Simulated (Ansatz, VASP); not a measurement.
# ZnO: VASP beside Ansatz

The input POSCAR:

```
ZnO
1.0
    2.6373700361      0.0000000000      0.0000000000
    0.0000000000      2.6373700361      0.0000000000
    0.0000000000      0.0000000000      2.6373700361
Zn O
1 1
Direct
    0.0000000000      0.0000000000      0.0000000000
    0.5000000000      0.5000000000      0.5000000000
```

File INCAR.step1:

```
SYSTEM = ZnO
ALGO = Normal
EDIFF = 1E-4
ENCUT = 520
GGA = PE
ISMEAR = -1
LASPH = .True.
LCHARG = .False.
LREAL = .False.
LWAVE = .True.
NBANDS = 16
NELM = 60
PREC = Accurate
SIGMA = 0.03
```

The input INCAR.step2:

```
SYSTEM = ZnO
ALGO = Normal
BPARAM = 11.95
CPARAM = 0.0093
EDIFF = 1E-6
ENCUT = 520
ISIF = 2
ISMEAR = -1
ISTART = 1
IVDW_NL = 2
LASPH = .True.
LCHARG = .False.
LMIXTAU = .True.
LREAL = .False.
LUSE_VDW = .True.
LWAVE = .False.
METAGGA = R2SCAN
NBANDS = 16
NELM = 60
PREC = Accurate
SIGMA = 0.03
```

KPOINTS

```
k-points
0
Gamma
  10 10 10
  0 0 0
```

Input for Ansatz:

```yaml
crystal:
  lattice:
    - [2.6373700361, 0.0, 0.0]
    - [0.0, 2.6373700361, 0.0]
    - [0.0, 0.0, 2.6373700361]
  atoms:
    - { symbol: Zn, position: [0.0, 0.0, 0.0] }
    - { symbol: O, position: [0.5, 0.5, 0.5] }
kpoints:
  mp_grid: { grid: [10, 10, 10] }
  band_path:
    path: [[0.0, 0.0, 0.0], [0.0, 0.5, 0.0], [0.5, 0.5, 0.0], [0.5, 0.5, 0.5]]
    npoints: 1
hamiltonian:
  xc: r2scan
  dispersion: rvv10
scf:
  occupations: { method: fermi_dirac, width: 0.03 }
  n_extra_bands: 4
output:
  forces: true
  stress: true
  eigenvalues: true
  write_density: true
  write_potential: true
  elf: true
  volumetric_format: npy
```

Alike in both runs: task single point; functional r2SCAN; dispersion rVV10; k mesh 10 × 10 × 10; occupations fermi-dirac, width 0.03 eV; no spin polarisation.

```csv
,VASP,Ansatz
version,VASP 6.6.1,Ansatz 0.2.0
potentials or method,"VASP PAW PBE potentials, release 64 (Zn, O)","plane waves, PAW"
plane-wave cutoff (eV),520,500
valence electrons in the cell,18,18
```

```tsv
	VASP	Ansatz	Ansatz less VASP
pressure (GPa)	1.3	-0.1	-1.33
```

VASP's potentials were made for PBE, not for r2SCAN.
